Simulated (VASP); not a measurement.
The system is NbSnTe4.

```
CELL_PARAMETERS angstrom
4.40925 0.00000 0.00000
0.00000 4.40925 0.00000
0.00000 0.00000 7.59995
ATOMIC_POSITIONS crystal
Nb 0.00000 0.00000 0.00000
Sn 0.50000 0.50000 0.50000
Te 0.50000 0.00000 0.00000
Te 0.00000 0.50000 0.00000
Te 0.00000 0.00000 0.27700
Te 0.00000 0.00000 0.72300
```

```yaml
Program: VASP 6.6.1
Task: relaxation of cell and atoms
Functional: PBE
Potentials_or_basis: VASP PAW PBE potentials, release 64 (Nb_sv, Sn_d, Te)
Cutoff: 600 eV
k_mesh: 4 × 4 × 2
Occupations: gaussian, width 0.1 eV
Spin: no spin polarisation
```

At the start: pressure 70.0 GPa; volume 24.63 Å³/atom.

Question: How do energy, volume and symmetry change on relaxing?

Answer: Over 19 steps the energy falls by 2945.4 meV/atom and the volume is 39.98 Å³/atom (+62.3 %); space group P4/mmm (No. 123, to 0.05 Å).

The path:
```csv
step,energy change (eV),largest force (eV/Å),pressure (GPa),volume (Å³)
1,0.0000,18.5047,69.97,147.75
2,-9.9789,0.9144,-3.64,515.90
3,-11.4331,0.2840,-4.20,456.28
4,-12.7626,0.2270,-4.70,408.98
5,-17.2181,1.1820,-1.59,256.77
6,-16.2818,0.0331,11.80,198.21
7,-17.3526,1.2636,0.20,242.72
8,-17.3766,1.2004,1.24,236.06
9,-17.3737,1.2236,0.90,238.11
10,-17.5232,0.9048,-1.05,246.92
11,-17.5293,0.8319,-1.45,249.17
12,-17.6493,0.3766,-0.53,241.85
13,-17.6616,0.1204,-0.02,238.78
14,-17.6616,0.1391,-0.06,238.99
15,-17.6696,0.1027,0.10,238.53
16,-17.6701,0.0952,0.16,238.38
17,-17.6715,0.0725,-0.03,239.71
18,-17.6715,0.0664,-0.09,240.10
19,-17.6722,0.0190,-0.03,239.88
```

Final structure:
```cif
data_structure
_symmetry_space_group_name_H-M 'P 1'
_symmetry_Int_Tables_number 1
_cell_length_a 5.1941
_cell_length_b 5.1941
_cell_length_c 8.8912
_cell_angle_alpha 90.000
_cell_angle_beta 90.000
_cell_angle_gamma 90.000
_cell_volume 239.88
loop_
_atom_site_label
_atom_site_type_symbol
_atom_site_fract_x
_atom_site_fract_y
_atom_site_fract_z
_atom_site_occupancy
Nb1 Nb 0.00000 0.00000 0.00000 1
Sn1 Sn 0.50000 0.50000 0.50000 1
Te1 Te 0.50000 0.00000 0.00000 1
Te2 Te 0.00000 0.50000 0.00000 1
Te3 Te 0.00000 0.00000 0.32509 1
Te4 Te 0.00000 0.00000 0.67491 1
```

Caveat: the k points lie up to 0.35 Å⁻¹ apart in the final cell; the volume moved by over 15 % at a fixed basis, so the end points are rough.
